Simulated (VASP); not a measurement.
## AlN: single point with r2SCAN0

AlN:

```xyz
2
Lattice="0.0000 2.0189 2.0189 2.0189 0.0000 2.0189 2.0189 2.0189 0.0000" Properties=species:S:1:pos:R:3 pbc="T T T"
Al    0.0000    0.0000    0.0000
N     2.0189    2.0189    2.0189
```

- Program: VASP 6.6.1
- Task: single point
- Functional: r2SCAN0
- Potentials or basis: VASP PAW PBE potentials, release 64 (Al, N)
- Cutoff: 520 eV
- k mesh: 8 × 8 × 8
- Occupations: gaussian, width 0.01 eV
- Spin: no spin polarisation

| Item | Value |
| --- | --- |
| Pressure | -5.2 GPa |
| Band gap on the k mesh | 7.35 eV (least direct gap 8.54 eV) |

Levels at points of the mesh, in eV from the valence-band top:
| k point | band 1 | band 2 | band 3 | band 4 | band 5 | band 6 | band 7 | band 8 |
| --- | --- | --- | --- | --- | --- | --- | --- | --- |
| (0.00, 0.00, 0.00) | -19.82 | 0.00 | 0.00 | 0.00 | 8.54 | 15.07 | 15.07 | 15.07 |
| (0.50, 0.00, 0.00) | -16.34 | -9.14 | -1.22 | -1.22 | 8.82 | 13.99 | 13.99 | 17.22 |
| (0.50, 0.50, 0.00) | -15.29 | -8.18 | -3.13 | -3.13 | 7.35 | 7.81 | 17.91 | 21.25 |

It took 26 min on 1 thread of Intel(R) Xeon(R) Platinum 8259CL CPU @ 2.50GHz (Skylake/Cascade Lake), on a shared host, peak memory 0.15 GiB.

Caveat: the cell stands under tension; the structure was generated, so it needn't be the stable form of AlN; the PAW data sets were made with another functional, which shifts forces and pressure a little. A k mesh can miss the band edges.
